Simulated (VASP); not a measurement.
# Mg2SiN2 (P-3m1) in VASP: further runs

Mg2SiN2 is run at these levels: PBE; tasks: single point, relaxation of cell and atoms.

Everything below comes from runs of VASP 6.6.1. Logs are shortened: lines on timing, memory, paths and dates and some standing lists are left out, and cuts for length are marked.

### Step 1. The cell of the first run

Symmetry: P-3m1, No. 164, trigonal system. Conventional cell: a = 2.897 Å, b = 2.897 Å, c = 7.475 Å, α = 90.00°, β = 90.00°, γ = 120.00°. Mg (site symmetry 3m) has 3 N at 2.22 Å and 9 Mg at 2.90 to 3.03 Å and 3 Si at 2.98 Å within 3.1 Å. Within 2.6 Å of Si (site symmetry -3m) lie 6 N at 1.96 Å. Within 2.7 Å of N (site symmetry 3m) lie 3 Si at 1.96 Å and 3 Mg at 2.22 Å and 3 N at 2.64 Å.

The cell was built from a structure type or drawn by symmetry, and may not be a known phase.

### Step 2. Single point, PBE

INCAR

```
ALGO = Normal ; EDIFF = 1E-6
ENCUT = 520 ; GGA = PE
ISIF = 2 ; ISMEAR = 0
LASPH = T ; LCHARG = T
LELF = T ; LREAL = F
LVHAR = T ; LWAVE = F
NBANDS = 17 ; NELM = 100
PREC = Accurate ; SIGMA = 0.1
```

KPOINTS

```
k-points
0
Gamma
  6 6 4
```

POSCAR

```
Mg2SiN2
1.0
    2.8970496407      0.0000000000      0.0000000000
   -1.4485248204      2.5089185849      0.0000000000
    0.0000000000      0.0000000000      7.4754156591
Mg Si N
2 1 2
Direct
    0.6666666667      0.3333333333      0.3307155075
    0.3333333333      0.6666666667      0.6692844925
    0.0000000000      0.0000000000      0.0000000000
    0.6666666667      0.3333333333      0.8638027943
    0.3333333333      0.6666666667      0.1361972057
```

Potentials or basis: VASP PAW PBE potentials, release 64 (Mg, Si, N).

The run is started by

```console
$ cat potpaw_PBE.64/Mg/POTCAR potpaw_PBE.64/Si/POTCAR potpaw_PBE.64/N/POTCAR > POTCAR
$ mpirun -np 1 vasp_std > vasp.out
```

OUTCAR:

```text
EDIFF = 1E-6
   ENCUT = 520
   GGA = PE
   ISIF = 2
   ISMEAR = 0
   LASPH = T
   LREAL = F
   NELM = 100
   PREC = Accurate

 ion  position               nearest neighbor table
   1  0.667  0.333  0.331-   5 2.22   5 2.22   5 2.22   3 2.98   3 2.98   3 2.98   2 3.03   2 3.03
                             2 3.03
   2  0.333  0.667  0.669-   4 2.22   4 2.22   4 2.22   3 2.98   3 2.98   3 2.98   1 3.03   1 3.03
                             1 3.03
   3  0.000  0.000  0.000-   4 1.96   5 1.96   4 1.96   5 1.96   4 1.96   5 1.96   1 2.98   2 2.98
                             2 2.98   1 2.98   1 2.98   2 2.98
   4  0.667  0.333  0.864-   3 1.96   3 1.96   3 1.96   2 2.22   2 2.22   2 2.22
   5  0.333  0.667  0.136-   3 1.96   3 1.96   3 1.96   1 2.22   1 2.22   1 2.22

  LATTYP: Found a hexagonal cell.
 ALAT       =     2.8970496407
 C/A-ratio  =     2.5803547009

  Lattice vectors:

 A1 = (   2.8970496407,   0.0000000000,   0.0000000000)
 A2 = (  -1.4485248204,   2.5089185849,   0.0000000000)
 A3 = (   0.0000000000,   0.0000000000,   7.4754156591)

Analysis of symmetry for initial positions (statically):
=====================================================================
 Subroutine PRICEL returns:
 Original cell was already a primitive cell.

 Routine SETGRP: Setting up the symmetry group for a
 hexagonal supercell.

 Subroutine GETGRP returns: Found 12 space group operations
 (whereof 12 operations were pure point group operations)
 out of a pool of 24 trial point group operations.

The static configuration has the point symmetry D_3d.

Analysis of symmetry for dynamics (positions and initial velocities):
=====================================================================
 Subroutine PRICEL returns:
 Original cell was already a primitive cell.

 Routine SETGRP: Setting up the symmetry group for a
 hexagonal supercell.

 Subroutine GETGRP returns: Found 12 space group operations
 (whereof 12 operations were pure point group operations)
 out of a pool of 24 trial point group operations.

The dynamic configuration has the point symmetry D_3d.

 Subroutine INISYM returns: Found 12 space group operations
 (whereof 12 operations are pure point group operations),
 and found     1 'primitive' translations

----------------------------------------------------------------------------------------

                                     Primitive cell

  volume of cell :      54.3348

  direct lattice vectors                    reciprocal lattice vectors
     2.897049641  0.000000000  0.000000000     0.345178759  0.199289049  0.000000000
    -1.448524820  2.508918585  0.000000000     0.000000000  0.398578099  0.000000000
     0.000000000  0.000000000  7.475415659     0.000000000  0.000000000  0.133771826

  length of vectors
     2.897049641  2.897049641  7.475415659     0.398578099  0.398578099  0.133771826

  position of ions in fractional coordinates (direct lattice)
     0.666666667  0.333333333  0.330715508
     0.333333333  0.666666667  0.669284492
     0.000000000  0.000000000  0.000000000
     0.666666667  0.333333333  0.863802794
     0.333333333  0.666666667  0.136197206

  ion indices of the primitive-cell ions
   primitive index   ion index
                 1           1
                 2           2
                 3           3
                 4           4
                 5           5

----------------------------------------------------------------------------------------

 KPOINTS: k-points

Automatic generation of k-mesh.
 Grid dimensions read from file:
 generate k-points for:    6    6    4

 Generating k-lattice:

  Cartesian coordinates                     Fractional coordinates (reciprocal lattice)
     0.057529793  0.033214842  0.000000000     0.166666667  0.000000000  0.000000000
     0.000000000  0.066429683  0.000000000     0.000000000  0.166666667  0.000000000
     0.000000000  0.000000000  0.033442956     0.000000000  0.000000000  0.250000000

  Length of vectors
     0.066429683  0.066429683  0.033442956

  Shift w.r.t. Gamma in fractional coordinates (k-lattice)
     0.000000000  0.000000000  0.000000000

 Subroutine IBZKPT returns following result:
 ===========================================

 Found     24 irreducible k-points:

 Following reciprocal coordinates:
            Coordinates               Weight
  0.000000  0.000000  0.000000      1.000000
  0.166667  0.000000  0.000000      6.000000
  0.333333 -0.000000  0.000000      6.000000
  0.500000  0.000000  0.000000      3.000000
  0.166667  0.166667  0.000000      6.000000
  0.333333  0.166667  0.000000     12.000000
[... 16 lines left out ...]
  0.333333  0.166667  0.500000     12.000000
  0.333333  0.333333  0.500000      2.000000
   k-points           NKPTS =     24   k-points in BZ     NKDIM =     24   number of bands    NBANDS=     17
   number of dos      NEDOS =    301   number of ions     NIONS =      5
   total plane-waves  NPLWV =  32256
   dimension x,y,z NGX =    24 NGY =   24 NGZ =   56
   dimension x,y,z NGXF=    48 NGYF=   48 NGZF=  112
   ions per type =               2   1   2
   NGX,Y,Z   is equivalent  to a cutoff of  13.77, 13.77, 12.45 a.u.
   NGXF,Y,Z  is equivalent  to a cutoff of  27.54, 27.54, 24.91 a.u.
 SYSTEM =  unknown system
   PREC   = accura    normal or accurate (medium, high low for compatibility)
   ISTART =      0    job   : 0-new  1-cont  2-samecut
   ICHARG =      2    charge: 1-file 2-atom 10-const
   ISPIN  =      1    spin polarized calculation?
   LNONCOLLINEAR =      F non collinear calculations
   LSORBIT =      F    spin-orbit coupling
   LASPH  =      T    aspherical Exc in radial PAW
   ENCUT  =  520.0 eV  38.22 Ry    6.18 a.u.   5.39  5.39 13.90*2*pi/ulx,y,z
   NELM   =    100;   NELMIN=  2; NELMDL= -5     # of ELM steps
   EDIFF  = 0.1E-05   stopping-criterion for ELM
   LREAL  =      F    real-space projection
   EDIFFG = 0.1E-04   stopping-criterion for IOM
   NSW    =      0    number of steps for IOM
   IBRION =     -1    ionic relax: 0-MD 1-quasi-New 2-CG
   NFREE  =      0    steps in history (QN), initial steepest desc. (CG)
   ISIF   =      2    stress and relaxation
   ISYM   =      2    0-nonsym 1-usesym 2-fastsym
   POTIM  = 0.5000    time-step for ionic-motion
   TEBEG  =    0.0;   TEEND  =   0.0 temperature during run
   PSTRESS=    0.0 pullay stress
   NELECT =      18.0000    total number of electrons
   NUPDOWN=      -1.0000    fix difference up-down
   EMIN   =  10.00;   EMAX   =-10.00  energy-range for DOS
   EFERMI =   0.00;   METHOD = LEGACY
   ISMEAR =     0;   SIGMA  =   0.10  broadening in eV -4-tet -1-fermi 0-gaus
   EFERMI_NEDOS =   21; number of points for ismear=-14 and -15
   IALGO  =     38    algorithm
   IMIX   =      4    mixing-type and parameters
     AMIX     =   0.40;   BMIX     =  1.00
     AMIX_MAG =   1.60;   BMIX_MAG =  1.00
  volume/ion in A,a.u.               =      10.87        73.33
  Fermi-wavevector in a.u.,A,eV,Ry     =   1.132765  2.140615 17.458396  1.283156
  Thomas-Fermi vector in A             =   2.269466
   LORBIT       =      0    0 simple, 1 ext, 2 COOP (PROOUT), +10 PAW based schemes
   GGA     = PE    functional components
   LHFCALC =     F    Hartree Fock is set to
   AEXX    =    0.0000 exact exchange contribution
   IVDW    =     0    specifies the selected vdW correction
   LEPSILON=     F    determine dielectric tensor
   LRPA    =     F    only Hartree local field effects (RPA)
 non-spin polarized calculation
 Gauss-broadening in eV      SIGMA  =   0.10
  energy-cutoff  :      520.00
  volume of cell :       54.33
 maximum number of plane-waves:      1504
 NGX is ok and might be reduce to    24
   NGX = 11   NGY = 11   NGZ = 27

 number of electron      17.9999999 magnetization

 Free energy of the ion-electron system (eV)
  ---------------------------------------------------
  ext. energy  EPLUGINS =         0.00000000
  ---------------------------------------------------
  free energy    TOTEN  =       -27.94358754 eV

  energy without entropy =      -27.93981533  energy(sigma->0) =      -27.94170143

 E-fermi :   8.0179     XC(G=0): -10.9330

 val. band max:        7.9158926953   @ k =   0.3333   0.3333   0.0000
 cond. band min:       8.0417233321   @ k =   0.5000   0.0000   0.2500
 fundamental gap:      0.1258306368
 Fermi energy:         8.0179028853

 k-point     1 :       0.0000    0.0000    0.0000
  band No.  band energies     occupation
      1     -11.9432      2.00000
      2      -8.6584      2.00000
      3      -1.1599      2.00000
      4       3.0394      2.00000
      5       3.1322      2.00000
      6       4.5866      2.00000
[... 9 lines left out ...]
     16      18.3653      0.00000
     17      18.3653      0.00000

 k-point     2 :       0.1667    0.0000    0.0000
  band No.  band energies     occupation
      1     -11.4476      2.00000
      2      -8.3287      2.00000
      3      -0.6705      2.00000
      4       1.8907      2.00000
      5       2.9866      2.00000
      6       3.7872      2.00000
[... 9 lines left out ...]
     16      16.8523      0.00000
     17      17.8279      0.00000

 k-point     3 :       0.3333   -0.0000    0.0000
  band No.  band energies     occupation
      1     -10.0731      2.00000
      2      -7.6694      2.00000
      3      -1.2171      2.00000
      4       0.0594      2.00000
      5       1.5994      2.00000
      6       2.8103      2.00000
[... 9 lines left out ...]
     16      16.9657      0.00000
     17      17.2901      0.00000

 k-point     4 :       0.5000    0.0000    0.0000
  band No.  band energies     occupation
      1      -8.6905      2.00000
      2      -7.7936      2.00000
      3      -2.4685      2.00000
      4      -0.8926      2.00000
      5       2.4315      2.00000
      6       2.5925      2.00000
[... 9 lines left out ...]
     16      16.6714      0.00000
     17      18.4286      0.00000

 k-point     5 :       0.1667    0.1667    0.0000
  band No.  band energies     occupation
      1     -10.5069      2.00000
      2      -7.8089      2.00000
      3      -0.0755      2.00000
      4       0.3716      2.00000
      5       0.8486      2.00000
      6       3.3728      2.00000
[... 9 lines left out ...]
     16      15.6951      0.00000
     17      17.4478      0.00000

 k-point     6 :       0.3333    0.1667    0.0000
  band No.  band energies     occupation
      1      -8.9441      2.00000
      2      -7.5155      2.00000
      3      -1.9816      2.00000
      4      -0.4723      2.00000
      5       0.9952      2.00000
      6       2.3306      2.00000
[... 9 lines left out ...]
     16      15.8241      0.00000
     17      16.8047      0.00000
[... 281 lines left out ...]
 k-point    21 :       0.5000    0.0000    0.5000
  band No.  band energies     occupation
      1      -8.6892      2.00000
      2      -7.7944      2.00000
      3      -2.4771      2.00000
      4      -0.9157      2.00000
      5       2.4317      2.00000
      6       2.7364      2.00000
[... 9 lines left out ...]
     16      16.8993      0.00000
     17      17.1711      0.00000

 k-point    22 :       0.1667    0.1667    0.5000
  band No.  band energies     occupation
      1     -10.5044      2.00000
      2      -7.8184      2.00000
      3       0.0392      2.00000
      4       0.2684      2.00000
      5       1.0896      2.00000
      6       2.9866      2.00000
[... 9 lines left out ...]
     16      16.1484      0.00000
     17      16.2196      0.00000

 k-point    23 :       0.3333    0.1667    0.5000
  band No.  band energies     occupation
      1      -8.9425      2.00000
      2      -7.5176      2.00000
      3      -1.9874      2.00000
      4      -0.4967      2.00000
      5       1.0037      2.00000
      6       2.4156      2.00000
[... 9 lines left out ...]
     16      15.8903      0.00000
     17      17.0779      0.00000

 k-point    24 :       0.3333    0.3333    0.5000
  band No.  band energies     occupation
      1      -7.8381      2.00000
      2      -7.8381      2.00000
      3      -2.3625      2.00000
      4       0.0336      2.00000
      5       0.0336      2.00000
      6       0.9648      2.00000
[... 9 lines left out ...]
     16      16.6050      0.00000
     17      17.0648      0.00000

------------------------ aborting loop because EDIFF is reached ----------------------------------------

  FORCE on cell =-STRESS in cart. coord.  units (eV):
  Direction    XX          YY          ZZ          XY          YZ          ZX
  --------------------------------------------------------------------------------------
  -------------------------------------------------------------------------------------
  Total       -0.1721470     -0.1721470     -0.1370445      0.0000000      0.0000000     -0.0000000
  in kB       -5.0761229     -5.0761229     -4.0410519      0.0000000      0.0000000     -0.0000000
  external PRESSURE =      -4.7310993 kB  Pullay stress =       0.0000000 kB

 VOLUME and BASIS-vectors are now :
 -----------------------------------------------------------------------------
  energy-cutoff  :      520.00
  volume of cell :       54.33
      direct lattice vectors                 reciprocal lattice vectors
     2.897049641  0.000000000  0.000000000     0.345178759  0.199289049  0.000000000
    -1.448524820  2.508918585  0.000000000     0.000000000  0.398578099  0.000000000
     0.000000000  0.000000000  7.475415659     0.000000000  0.000000000  0.133771826

 POSITION                                       TOTAL-FORCE (eV/Angst)
 -----------------------------------------------------------------------------------
      1.44852      0.83631      2.47224         0.000000     -0.000000      0.018765
     -0.00000      1.67261      5.00318        -0.000000      0.000000     -0.018765
      0.00000      0.00000      0.00000         0.000000      0.000000      0.000000
      1.44852      0.83631      6.45728        -0.000000      0.000000     -0.001686
     -0.00000      1.67261      1.01813         0.000000     -0.000000      0.001686
 -----------------------------------------------------------------------------------
    total drift:                                0.000000     -0.000000     -0.000000

  FREE ENERGIE OF THE ION-ELECTRON SYSTEM (eV)
  ---------------------------------------------------
  free  energy   TOTEN  =       -27.9435875366 eV

  energy  without entropy=      -27.9398153322  energy(sigma->0) =      -27.94170143
```

It took 37 s on 1 thread of Intel Xeon 8259CL, shared host; peak memory 0.19 GiB.

Results:

```
Free energy            : -27.9436 eV
Pressure               : -0.5 GPa
Largest force          : 0.019 eV/Å
Band gap on the k mesh : zero (bands 9 and 10 overlap by 0.68 eV)
```

Forces on the atoms (eV/Å):
```
Mg   0.000  0.000  0.019
Mg   0.000  0.000 -0.019
Si   0.000  0.000  0.000
N    0.000  0.000 -0.002
N    0.000  0.000  0.002
```

Caveat: the k points lie up to 0.42 Å⁻¹ apart, too coarse for converged energies and pressures of a metal.

(Continued in part 2 of 3.)
